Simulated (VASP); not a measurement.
# ICs in VASP: relaxation of the atoms with PBE

Aim: the relaxation of the atoms of ICs with PBE.

Everything below comes from runs of VASP 6.6.1. Logs are shortened: lines on timing, memory, paths and dates and some standing lists are left out, and cuts for length are marked.

## Step 1: The cell of the first run

The cell holds a molecule in a box, 2 atoms: a = 9.000 Å, b = 9.000 Å, c = 13.000 Å, α = 90.00°, β = 90.00°, γ = 90.00°.

## Step 2: Relaxation of the atoms, PBE (atoms moved at random)

Input file INCAR:

```
GGA = PE ; ISMEAR = 0
SIGMA = 0.03 ; LWAVE = F
LCHARG = F ; ISIF = 0
NSW = 120 ; PREC = Accurate
LASPH = T ; LREAL = F
ALGO = Normal ; EDIFF = 1E-7
NELM = 120 ; GGA_COMPAT = F
IBRION = 2 ; EDIFFG = -0.01
NELMIN = 4 ; ENCUT = 290
EFERMI = MIDGAP ; NELMDL = -8
```

Input file KPOINTS:

```
k-points
0
Gamma
  1 1 1
```

Input file POSCAR:

```
CsI
1.0
    9.0000000000      0.0000000000      0.0000000000
    0.0000000000      9.0000000000      0.0000000000
    0.0000000000      0.0000000000     13.0000000000
I Cs
1 1
Direct
    0.5188950000      0.5066910000      0.3841720000
    0.5024280000      0.4919240000      0.6264870000
```

Potentials or basis: VASP PAW PBE potentials, release 64 (I, Cs_sv).

Launch:

```sh
cat potpaw_PBE.64/I/POTCAR potpaw_PBE.64/Cs_sv/POTCAR > POTCAR
mpirun -np 1 vasp_gam > vasp.out
```

OUTCAR:

```text
GGA = PE
   ISMEAR = 0
   ISIF = 0
   NSW = 120
   PREC = Accurate
   LASPH = T
   LREAL = F
   EDIFF = 1E-7
   NELM = 120
   IBRION = 2
   EDIFFG = -0.01
   NELMIN = 4
   ENCUT = 290
   EFERMI = MIDGAP
   NELMDL = -8

 Found      1 irreducible k-points:

 Following reciprocal coordinates:
            Coordinates               Weight
  0.000000  0.000000  0.000000      1.000000
   k-points           NKPTS =      1   k-points in BZ     NKDIM =      1   number of bands    NBANDS=     12
   number of dos      NEDOS =    301   number of ions     NIONS =      2
   total plane-waves  NPLWV = 180000
   dimension x,y,z NGX =    50 NGY =   50 NGZ =   72
   dimension x,y,z NGXF=   100 NGYF=  100 NGZF=  144
   ions per type =               1   1
   NGX,Y,Z   is equivalent  to a cutoff of   9.24,  9.24,  9.21 a.u.
   NGXF,Y,Z  is equivalent  to a cutoff of  18.47, 18.47, 18.41 a.u.
 SYSTEM =  unknown system
   PREC   = accura    normal or accurate (medium, high low for compatibility)
   ISTART =      0    job   : 0-new  1-cont  2-samecut
   ICHARG =      2    charge: 1-file 2-atom 10-const
   ISPIN  =      1    spin polarized calculation?
   LNONCOLLINEAR =      F non collinear calculations
   LSORBIT =      F    spin-orbit coupling
   LASPH  =      T    aspherical Exc in radial PAW
   ENCUT  =  290.0 eV  21.31 Ry    4.62 a.u.  12.50 12.50 18.05*2*pi/ulx,y,z
   NELM   =    120;   NELMIN=  4; NELMDL= -8     # of ELM steps
   EDIFF  = 0.1E-06   stopping-criterion for ELM
   LREAL  =      F    real-space projection
   EDIFFG = -.1E-01   stopping-criterion for IOM
   NSW    =    120    number of steps for IOM
   IBRION =      2    ionic relax: 0-MD 1-quasi-New 2-CG
   NFREE  =      1    steps in history (QN), initial steepest desc. (CG)
   ISIF   =      0    stress and relaxation
   ISYM   =      2    0-nonsym 1-usesym 2-fastsym
   POTIM  = 0.5000    time-step for ionic-motion
   TEBEG  =    0.0;   TEEND  =   0.0 temperature during run

   SCALEE = 1.0000    scale energy and forces
   PSTRESS=    0.0 pullay stress
   NELECT =      16.0000    total number of electrons
   NUPDOWN=      -1.0000    fix difference up-down
   EMIN   =  10.00;   EMAX   =-10.00  energy-range for DOS
   EFERMI =   0.00;   METHOD = MIDGAP
   ISMEAR =     0;   SIGMA  =   0.03  broadening in eV -4-tet -1-fermi 0-gaus
   EFERMI_NEDOS =   21; number of points for ismear=-14 and -15
   IALGO  =     38    algorithm
   IMIX   =      4    mixing-type and parameters
     AMIX     =   0.40;   BMIX     =  1.00
     AMIX_MAG =   1.60;   BMIX_MAG =  1.00
  volume/ion in A,a.u.               =     526.50      3553.00
  Fermi-wavevector in a.u.,A,eV,Ry     =   0.405482  0.766251  2.237015  0.164416
  Thomas-Fermi vector in A             =   1.357813
   LORBIT       =      0    0 simple, 1 ext, 2 COOP (PROOUT), +10 PAW based schemes
   GGA     = PE    functional components
   LHFCALC =     F    Hartree Fock is set to
   AEXX    =    0.0000 exact exchange contribution
   IVDW    =     0    specifies the selected vdW correction
   LEPSILON=     F    determine dielectric tensor
   LRPA    =     F    only Hartree local field effects (RPA)

   CSHIFT  =0.1000    complex shift for real part using Kramers Kronig

   OMEGAMAX=  -1.0    maximum frequency
 conjugate gradient relaxation of ions
 non-spin polarized calculation
 Gauss-broadening in eV      SIGMA  =   0.03
  energy-cutoff  :      290.00
  volume of cell :     1053.00
 maximum number of plane-waves:      5911
 NGX is ok and might be reduce to    50
   NGX = 25   NGY = 25   NGZ = 37

--------------------------------------- Ionic step        1  -------------------------------------------

 number of electron      16.0000002 magnetization

 Free energy of the ion-electron system (eV)
  ---------------------------------------------------
  ext. energy  EPLUGINS =         0.00000000
  ---------------------------------------------------
  free energy    TOTEN  =        -3.87322995 eV

  energy without entropy =       -3.87322995  energy(sigma->0) =       -3.87322995

------------------------ aborting loop because EDIFF is reached ----------------------------------------

 VOLUME and BASIS-vectors are now :
 -----------------------------------------------------------------------------
  energy-cutoff  :      290.00
  volume of cell :     1053.00
      direct lattice vectors                 reciprocal lattice vectors
     9.000000000  0.000000000  0.000000000     0.111111111  0.000000000  0.000000000
     0.000000000  9.000000000  0.000000000     0.000000000  0.111111111  0.000000000
     0.000000000  0.000000000 13.000000000     0.000000000  0.000000000  0.076923077
[... 68 lines left out ...]
  energy  without entropy=       -3.9250048965  energy(sigma->0) =       -3.92500490

--------------------------------------- Ionic step        4  -------------------------------------------

 number of electron      16.0000004 magnetization

 Free energy of the ion-electron system (eV)
  ---------------------------------------------------
  ext. energy  EPLUGINS =         0.00000000
  ---------------------------------------------------
  free energy    TOTEN  =        -3.92509725 eV

  energy without entropy =       -3.92509725  energy(sigma->0) =       -3.92509725

 E-fermi :  -2.6153     XC(G=0):  -1.4660

 val. band max:       -3.8604176022   @ k =   0.0000   0.0000   0.0000
 cond. band min:      -1.3702737327   @ k =   0.0000   0.0000   0.0000
 fundamental gap:      2.4901438695
 Fermi energy:        -2.6153456674

 k-point     1 :       0.0000    0.0000    0.0000
  band No.  band energies     occupation
      1     -26.2808      2.00000
      2     -14.0171      2.00000
      3     -13.1497      2.00000
      4     -13.1496      2.00000
      5     -12.7646      2.00000
      6      -4.0687      2.00000
      7      -3.8605      2.00000
      8      -3.8604      2.00000
      9      -1.3703      0.00000
     10       0.0552      0.00000
     11       0.0789      0.00000
     12       0.3389      0.00000
[... 19 lines left out ...]
  FREE ENERGIE OF THE ION-ELECTRON SYSTEM (eV)
  ---------------------------------------------------
  free  energy   TOTEN  =        -3.9250972465 eV

  energy  without entropy=       -3.9250972465  energy(sigma->0) =       -3.92509725

 reached required accuracy - stopping structural energy minimisation
```

Wall time 1.9 min (1 thread of Intel Xeon Platinum 8259CL at 2.50GHz (Skylake/Cascade Lake), shared host); peak memory 0.43 GiB.

What came out:

```yaml
Free_energy: -3.9251 eV
Energy_gained_by_relaxing: 25.9 meV/atom
Ionic_steps: 4
Largest_force_after_relaxing: 0.009 eV/Å
Gap_between_the_frontier_levels: 2.49 eV
```

Forces in eV/Å, atoms in the order of the input:
```
I    0.006  0.005  0.004
Cs  -0.006 -0.005 -0.004
```

The path:
```tsv
step	energy change (eV)	largest force (eV/Å)
1	0.0000	0.6830
2	-0.0343	0.3699
3	-0.0518	0.0255
4	-0.0519	0.0090
```

Final structure:
```
I Cs
1.0
     9.00000    0.00000    0.00000
     0.00000    9.00000    0.00000
     0.00000    0.00000   13.00000
I Cs
1 1
Cartesian
  4.6747 4.5644 4.9110
  4.5172 4.4232 8.2276
```

Caveat: the cell differs from its parent crystal (atoms moved at random); spin-orbit coupling is left out, which moves the levels of the heavy elements.
